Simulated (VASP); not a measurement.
# Be2C (Fm-3m) in VASP: single point with LDA

Aim: the single point of Be2C with LDA.

All numbers are computed with VASP 6.6.1; they aren't measurements. Logs are shortened: lines on timing, memory, paths and dates and some standing lists are left out, and cuts for length are marked.

### 1 The cell of the first run

It takes space group Fm-3m (No. 225, cubic). The conventional cell has a = 4.330 Å, b = 4.330 Å, c = 4.330 Å, α = 90.00°, β = 90.00°, γ = 90.00°. Be (site symmetry -43m) has 4 C at 1.87 Å and 6 Be at 2.17 Å within 2.5 Å. Within 2.5 Å of C (site symmetry m-3m) lie 8 Be at 1.87 Å.

### 2 Single point, LDA

Input file INCAR:

```
  PREC = Accurate
  ENCUT = 600
  EDIFF = 1E-6
  ISMEAR = -1
  SIGMA = 0.08
  LREAL = False
  LASPH = True
  NELM = 120
  ALGO = Normal
  ISIF = 2
  LWAVE = False
  LCHARG = True
  LELF = True
  LVHAR = True
  NBANDS = 11
  GGA_COMPAT = False
```

Input file KPOINTS:

```
Automatic mesh
0
Gamma
  14 14 14
```

Input file POSCAR:

```
Be2C
1.0
    0.0000000000      2.1650000000      2.1650000000
    2.1650000000      0.0000000000      2.1650000000
    2.1650000000      2.1650000000      0.0000000000
Be C
2 1
Direct
    0.2500000000      0.2500000000      0.2500000000
    0.7500000000      0.7500000000      0.7500000000
    0.0000000000      0.0000000000      0.0000000000
```

Potentials or basis: VASP PAW LDA potentials, release 64 (Be, C).

Command:

```bash
cat potpaw_LDA.64/Be/POTCAR potpaw_LDA.64/C/POTCAR > POTCAR
mpirun -np 1 vasp_std > vasp.out
```

OUTCAR:

```text
PREC = Accurate
   ENCUT = 600
   EDIFF = 1E-6
   ISMEAR = -1
   LREAL = False
   LASPH = True
   NELM = 120
   ISIF = 2

 ion  position               nearest neighbor table
   1  0.250  0.250  0.250-   3 1.87   3 1.87   3 1.87   3 1.87   2 2.17   2 2.17   2 2.17   2 2.17
                             2 2.17   2 2.17
   2  0.750  0.750  0.750-   3 1.87   3 1.87   3 1.87   3 1.87   1 2.17   1 2.17   1 2.17   1 2.17
                             1 2.17   1 2.17
   3  0.000  0.000  0.000-   2 1.87   2 1.87   2 1.87   1 1.87   2 1.87   1 1.87   1 1.87   1 1.87

  LATTYP: Found a face centered cubic cell.
 ALAT       =     4.3300000000

  Lattice vectors:

 A1 = (   0.0000000000,   2.1650000000,   2.1650000000)
 A2 = (   2.1650000000,   0.0000000000,   2.1650000000)
 A3 = (   2.1650000000,   2.1650000000,   0.0000000000)

Analysis of symmetry for initial positions (statically):
=====================================================================
 Subroutine PRICEL returns:
 Original cell was already a primitive cell.

 Routine SETGRP: Setting up the symmetry group for a
 face centered cubic supercell.

 Subroutine GETGRP returns: Found 48 space group operations
 (whereof 48 operations were pure point group operations)
 out of a pool of 48 trial point group operations.

The static configuration has the point symmetry O_h .

Analysis of symmetry for dynamics (positions and initial velocities):
=====================================================================
 Subroutine PRICEL returns:
 Original cell was already a primitive cell.

 Routine SETGRP: Setting up the symmetry group for a
 face centered cubic supercell.

 Subroutine GETGRP returns: Found 48 space group operations
 (whereof 48 operations were pure point group operations)
 out of a pool of 48 trial point group operations.

The dynamic configuration has the point symmetry O_h .

 Subroutine INISYM returns: Found 48 space group operations
 (whereof 48 operations are pure point group operations),
 and found     1 'primitive' translations

----------------------------------------------------------------------------------------

                                     Primitive cell

  volume of cell :      20.2957

  direct lattice vectors                    reciprocal lattice vectors
     0.000000000  2.165000000  2.165000000    -0.230946882  0.230946882  0.230946882
     2.165000000  0.000000000  2.165000000     0.230946882 -0.230946882  0.230946882
     2.165000000  2.165000000  0.000000000     0.230946882  0.230946882 -0.230946882

  length of vectors
     3.061772363  3.061772363  3.061772363     0.400011734  0.400011734  0.400011734

  position of ions in fractional coordinates (direct lattice)
     0.250000000  0.250000000  0.250000000
     0.750000000  0.750000000  0.750000000
     0.000000000  0.000000000  0.000000000

  ion indices of the primitive-cell ions
   primitive index   ion index
                 1           1
                 2           2
                 3           3

----------------------------------------------------------------------------------------

 KPOINTS: Automatic mesh

Automatic generation of k-mesh.
 Grid dimensions read from file:
 generate k-points for:   14   14   14

 Generating k-lattice:

  Cartesian coordinates                     Fractional coordinates (reciprocal lattice)
    -0.016496206  0.016496206  0.016496206     0.071428571  0.000000000  0.000000000
     0.016496206 -0.016496206  0.016496206     0.000000000  0.071428571  0.000000000
     0.016496206  0.016496206 -0.016496206     0.000000000  0.000000000  0.071428571

  Length of vectors
     0.028572267  0.028572267  0.028572267

  Shift w.r.t. Gamma in fractional coordinates (k-lattice)
     0.000000000  0.000000000  0.000000000

 Subroutine IBZKPT returns following result:
 ===========================================

 Found    104 irreducible k-points:

 Following reciprocal coordinates:
            Coordinates               Weight
  0.000000  0.000000  0.000000      1.000000
  0.071429  0.000000  0.000000      8.000000
  0.142857  0.000000  0.000000      8.000000
  0.214286  0.000000  0.000000      8.000000
  0.285714  0.000000  0.000000      8.000000
  0.357143  0.000000  0.000000      8.000000
[... 16 lines left out ...]
  0.214286  0.142857  0.000000     24.000000
  0.285714  0.142857  0.000000     24.000000
 [... further k-points ...]
   k-points           NKPTS =    104   k-points in BZ     NKDIM =    104   number of bands    NBANDS=     11
   number of dos      NEDOS =    301   number of ions     NIONS =      3
   total plane-waves  NPLWV =  13824
   dimension x,y,z NGX =    24 NGY =   24 NGZ =   24
   dimension x,y,z NGXF=    48 NGYF=   48 NGZF=   48
   ions per type =               2   1
   NGX,Y,Z   is equivalent  to a cutoff of  13.03, 13.03, 13.03 a.u.
   NGXF,Y,Z  is equivalent  to a cutoff of  26.06, 26.06, 26.06 a.u.
 SYSTEM =  unknown system
   PREC   = accura    normal or accurate (medium, high low for compatibility)
   ISTART =      0    job   : 0-new  1-cont  2-samecut
   ICHARG =      2    charge: 1-file 2-atom 10-const
   ISPIN  =      1    spin polarized calculation?
   LNONCOLLINEAR =      F non collinear calculations
   LSORBIT =      F    spin-orbit coupling
   LASPH  =      T    aspherical Exc in radial PAW
   ENCUT  =  600.0 eV  44.10 Ry    6.64 a.u.   6.12  6.12  6.12*2*pi/ulx,y,z
   NELM   =    120;   NELMIN=  2; NELMDL= -5     # of ELM steps
   EDIFF  = 0.1E-05   stopping-criterion for ELM
   LREAL  =      F    real-space projection
   EDIFFG = 0.1E-04   stopping-criterion for IOM
   NSW    =      0    number of steps for IOM
   IBRION =     -1    ionic relax: 0-MD 1-quasi-New 2-CG
   NFREE  =      0    steps in history (QN), initial steepest desc. (CG)
   ISIF   =      2    stress and relaxation
   ISYM   =      2    0-nonsym 1-usesym 2-fastsym
   POTIM  = 0.5000    time-step for ionic-motion
   TEBEG  =    0.0;   TEEND  =   0.0 temperature during run
   PSTRESS=    0.0 pullay stress
   NELECT =       8.0000    total number of electrons
   NUPDOWN=      -1.0000    fix difference up-down
   EMIN   =  10.00;   EMAX   =-10.00  energy-range for DOS
   EFERMI =   0.00;   METHOD = LEGACY
   ISMEAR =    -1;   SIGMA  =   0.08  broadening in eV -4-tet -1-fermi 0-gaus
   EFERMI_NEDOS =   21; number of points for ismear=-14 and -15
   IALGO  =     38    algorithm
   IMIX   =      4    mixing-type and parameters
     AMIX     =   0.40;   BMIX     =  1.00
     AMIX_MAG =   1.60;   BMIX_MAG =  1.00
  volume/ion in A,a.u.               =       6.77        45.65
  Fermi-wavevector in a.u.,A,eV,Ry     =   1.200338  2.268310 19.603432  1.440812
  Thomas-Fermi vector in A             =   2.336177
   LORBIT       =      0    0 simple, 1 ext, 2 COOP (PROOUT), +10 PAW based schemes
   GGA     = CA    functional components
   LHFCALC =     F    Hartree Fock is set to
   AEXX    =    0.0000 exact exchange contribution
   IVDW    =     0    specifies the selected vdW correction
   LEPSILON=     F    determine dielectric tensor
   LRPA    =     F    only Hartree local field effects (RPA)
 non-spin polarized calculation
  energy-cutoff  :      600.00
  volume of cell :       20.30
 maximum number of plane-waves:       700
   NGX = 13   NGY = 13   NGZ = 13

 number of electron       8.0000000 magnetization

 Free energy of the ion-electron system (eV)
  ---------------------------------------------------
  ext. energy  EPLUGINS =         0.00000000
  ---------------------------------------------------
  free energy    TOTEN  =       -19.41204822 eV

  energy without entropy =      -19.41204444  energy(sigma->0) =      -19.41204633

 E-fermi :   8.1457     XC(G=0): -11.5230

 val. band max:        7.5222181129   @ k =   0.0000   0.0000   0.0000
 cond. band min:       8.6991156519   @ k =   0.5000   0.5000   0.0000
 fundamental gap:      1.1768975390
 Fermi energy:         8.1456970489

 k-point     1 :       0.0000    0.0000    0.0000
  band No.  band energies     occupation
      1      -7.3398      2.00000
      2       7.5222      1.99918
      3       7.5222      1.99918
      4       7.5222      1.99918
      5      11.5459      0.00000
      6      11.5459      0.00000
      7      11.5459      0.00000
      8      14.3855      0.00000
      9      20.5389      0.00000
     10      20.5389      0.00000
     11      20.5389      0.00000

 k-point     2 :       0.0714    0.0000    0.0000
  band No.  band energies     occupation
      1      -7.2591      2.00000
      2       6.7741      2.00000
      3       7.3535      1.99990
      4       7.3535      1.99990
      5      11.7893      0.00000
      6      11.7893      0.00000
      7      12.0616      0.00000
      8      14.5568      0.00000
      9      19.9279      0.00000
     10      19.9279      0.00000
     11      20.7486      0.00000

 k-point     3 :       0.1429    0.0000    0.0000
  band No.  band energies     occupation
      1      -7.0181      2.00000
      2       5.2426      2.00000
      3       6.9673      2.00000
      4       6.9673      2.00000
      5      12.3342      0.00000
      6      12.3342      0.00000
      7      12.8773      0.00000
      8      15.0605      0.00000
      9      19.0244      0.00000
     10      19.0244      0.00000
     11      21.3579      0.00000

 k-point     4 :       0.2143    0.0000    0.0000
  band No.  band energies     occupation
      1      -6.6218      2.00000
      2       3.5550      2.00000
      3       6.5417      2.00000
      4       6.5417      2.00000
      5      12.8024      0.00000
      6      12.8024      0.00000
      7      13.4902      0.00000
      8      15.7379      0.00000
      9      18.6272      0.00000
     10      18.6272      0.00000
     11      22.2528      0.00000

 k-point     5 :       0.2857    0.0000    0.0000
  band No.  band energies     occupation
      1      -6.0834      2.00000
      2       1.9258      2.00000
      3       6.1736      2.00000
      4       6.1736      2.00000
      5      12.9093      0.00000
      6      12.9093      0.00000
      7      13.9496      0.00000
      8      16.3578      0.00000
      9      19.0303      0.00000
     10      19.0303      0.00000
     11      23.1791      0.00000
[... 211 lines left out ...]
 k-point    21 :      -0.0714    0.0714    0.0000
  band No.  band energies     occupation
      1      -7.1250      2.00000
      2       6.1019      2.00000
      3       6.5421      2.00000
      4       7.4144      1.99979
      5      11.8554      0.00000
      6      12.4795      0.00000
      7      12.5887      0.00000
      8      14.7578      0.00000
      9      18.6636      0.00000
     10      20.1873      0.00000
     11      21.1176      0.00000

 k-point    22 :       0.1429    0.1429    0.0000
  band No.  band energies     occupation
      1      -6.9126      2.00000
      2       5.9250      2.00000
      3       5.9250      2.00000
      4       6.2622      2.00000
      5      11.8574      0.00000
      6      13.5441      0.00000
      7      13.5441      0.00000
      8      14.0969      0.00000
      9      18.0630      0.00000
     10      21.7122      0.00000
     11      21.7122      0.00000

 k-point    23 :       0.2143    0.1429    0.0000
  band No.  band energies     occupation
      1      -6.6235      2.00000
      2       4.6381      2.00000
      3       5.4194      2.00000
      4       6.1392      2.00000
      5      12.1671      0.00000
      6      13.5450      0.00000
      7      14.2267      0.00000
      8      14.3042      0.00000
      9      18.2965      0.00000
     10      21.7092      0.00000
     11      22.4172      0.00000

 k-point    24 :       0.2857    0.1429    0.0000
  band No.  band energies     occupation
      1      -6.1855      2.00000
      2       3.0914      2.00000
      3       5.0400      2.00000
      4       5.8674      2.00000
      5      12.3818      0.00000
      6      13.6592      0.00000
      7      14.6160      0.00000
      8      14.9007      0.00000
      9      18.7942      0.00000
     10      21.6035      0.00000
     11      23.2439      0.00000

 [... further k-points ...]

------------------------ aborting loop because EDIFF is reached ----------------------------------------

  FORCE on cell =-STRESS in cart. coord.  units (eV):
  Direction    XX          YY          ZZ          XY          YZ          ZX
  --------------------------------------------------------------------------------------
  -------------------------------------------------------------------------------------
  Total       -1.0412969     -1.0412969     -1.0412969      0.0000000      0.0000000      0.0000000
  in kB      -82.2018259    -82.2018259    -82.2018259      0.0000000      0.0000000      0.0000000
  external PRESSURE =     -82.2018259 kB  Pullay stress =       0.0000000 kB

 VOLUME and BASIS-vectors are now :
 -----------------------------------------------------------------------------
  energy-cutoff  :      600.00
  volume of cell :       20.30
      direct lattice vectors                 reciprocal lattice vectors
     0.000000000  2.165000000  2.165000000    -0.230946882  0.230946882  0.230946882
     2.165000000  0.000000000  2.165000000     0.230946882 -0.230946882  0.230946882
     2.165000000  2.165000000  0.000000000     0.230946882  0.230946882 -0.230946882

 POSITION                                       TOTAL-FORCE (eV/Angst)
 -----------------------------------------------------------------------------------
      1.08250      1.08250      1.08250        -0.000000     -0.000000     -0.000000
      3.24750      3.24750      3.24750         0.000000      0.000000      0.000000
      0.00000      0.00000      0.00000        -0.000000      0.000000     -0.000000
 -----------------------------------------------------------------------------------
    total drift:                               -0.000000     -0.000000      0.000000

  FREE ENERGIE OF THE ION-ELECTRON SYSTEM (eV)
  ---------------------------------------------------
  free  energy   TOTEN  =       -19.4120482197 eV

  energy  without entropy=      -19.4120444380  energy(sigma->0) =      -19.41204633
```

Run time: 17 s. Hardware: 1 thread of Intel Xeon 8259CL, shared host; peak memory 0.14 GiB.

Results:

```
Free energy            : -19.4120 eV
Pressure               : -8.2 GPa
Band gap on the k mesh : 1.18 eV (least direct gap 4.02 eV)
```

Levels at points of the mesh, in eV from the valence-band top:
```csv
k point,band 1,band 2,band 3,band 4,band 5,band 6,band 7,band 8
"(0.00, 0.00, 0.00)",-14.86,0.00,0.00,0.00,4.02,4.02,4.02,6.86
"(0.50, 0.00, 0.00)",-12.00,-8.68,-1.84,-1.84,4.92,4.92,7.12,9.71
"(0.50, 0.50, 0.00)",-11.27,-6.69,-4.74,-4.74,1.18,5.80,13.08,13.08
```

Caveat: the cell stands under tension. A k mesh can miss the band edges.
